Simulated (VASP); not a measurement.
Write the native input for VASP 6.6.1 that does the following.

```
Task                   : single point
Functional             : r2SCAN
Potentials or basis    : VASP PAW PBE potentials, release 64 (Sb)
Cutoff                 : 520 eV
k mesh                 : 12 × 12 × 7
Occupations            : fermi-dirac, width 0.1 eV
Spin                   : no spin polarisation
Dipole correction      : no
Further INCAR settings : ALGO = Normal; EDIFF = 1e-06; NBANDS = 12
```

Sb:

```
Sb
1.0
     3.39316    0.00000    0.00000
    -1.69658    2.93856    0.00000
     0.00000    0.00000    5.64312
Sb
2
Direct
  0.33333 0.66667 0.25000
  0.66667 0.33333 0.75000
```

This cell differs from its parent crystal: volume scaled by 1.04.

The input as run:

POSCAR

```
Sb
1.0
    3.3931605262      0.0000000000      0.0000000000
   -1.6965802631      2.9385632148      0.0000000000
    0.0000000000      0.0000000000      5.6431162814
Sb
2
Direct
    0.3333333333      0.6666666667      0.2500000000
    0.6666666667      0.3333333333      0.7500000000
```

INCAR.step1

```
SYSTEM = Sb
ALGO = Normal
EDIFF = 1E-4
ENCUT = 520
GGA = PE
ISMEAR = -1
LASPH = .TRUE.
LCHARG = .FALSE.
LREAL = .FALSE.
LWAVE = .TRUE.
NBANDS = 12
NELM = 80
PREC = Accurate
SIGMA = 0.1
```

INCAR.step2

```
SYSTEM = Sb
ALGO = Normal
EDIFF = 1E-6
ENCUT = 520
ISIF = 2
ISMEAR = -1
ISTART = 1
LASPH = .TRUE.
LCHARG = .FALSE.
LMIXTAU = .TRUE.
LREAL = .FALSE.
LWAVE = .FALSE.
METAGGA = R2SCAN
NBANDS = 12
NELM = 80
PREC = Accurate
SIGMA = 0.1
```

KPOINTS

```
k-points
0
G
  12 12 7
  0 0 0
```

Potentials or basis: VASP PAW PBE potentials, release 64 (Sb).

The run is started by

```bash
$ cat potpaw_PBE.64/Sb/POTCAR > POTCAR
$ cp INCAR.step1 INCAR
$ mpirun -np 1 vasp_std > vasp.out
$ cp INCAR.step2 INCAR
$ mpirun -np 1 vasp_std > vasp.out
```

It gave:

* Pressure: -2.1 GPa
* Band gap on the k mesh: zero (band 5 reaches 12.24 eV, above the bottom of band 6 at 4.98 eV)

Caveat: the PAW data sets were made with another functional, which shifts forces and pressure a little; spin-orbit coupling is left out, which moves the levels of the heavy elements.

Run time: 2.5 min on 1 thread of Intel(R) Xeon(R) Platinum 8488C (Sapphire Rapids), on a shared host, peak memory 0.21 GiB.
